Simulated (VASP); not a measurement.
Input of a VASP 6.6.1 run:

File INCAR:

```
PREC     = Accurate       # precision mode
ENCUT    = 520            # plane-wave cutoff, eV
EDIFF    = 1E-6           # SCF threshold, eV
ISMEAR   = -1             # smearing method
SIGMA    = 0.02           # smearing width, eV
LREAL    = F              # projectors in reciprocal space
LASPH    = T              # aspherical terms in the spheres
NELM     = 100            # most SCF steps
ALGO     = Normal         # electronic algorithm
ISIF     = 2              # what is computed and relaxed
LWAVE    = F              # write WAVECAR
LCHARG   = F              # write CHGCAR
GGA      = PE             # functional
NBANDS   = 16             # bands
```

File KPOINTS:

```
Automatic mesh
0
Gamma
  12 12 4
```

Contents of POSCAR:

```
Si
1.0
    3.8515735454      0.0000000000      0.0000000000
   -1.9257867727      3.3355605348      0.0000000000
    0.0000000000      0.0000000000      6.3645780744
Si
4
Direct
    0.3333333333      0.6666666667      0.0004225455
    0.6666666667      0.3333333333      0.5004225455
    0.3333333333      0.6666666667      0.3745774545
    0.6666666667      0.3333333333      0.8745774545
```

Potentials or basis: VASP PAW PBE potentials, release 64 (Si).

Launch:

```console
$ cat potpaw_PBE.64/Si/POTCAR > POTCAR
$ mpirun -np 1 vasp_std > vasp.out
```

Q: What does it give for the band gap on the k mesh?

A: 0.45 eV (least direct gap 0.99 eV).

Q: Predict the pressure.

A: -0.1 GPa.

A k mesh can miss the band edges.
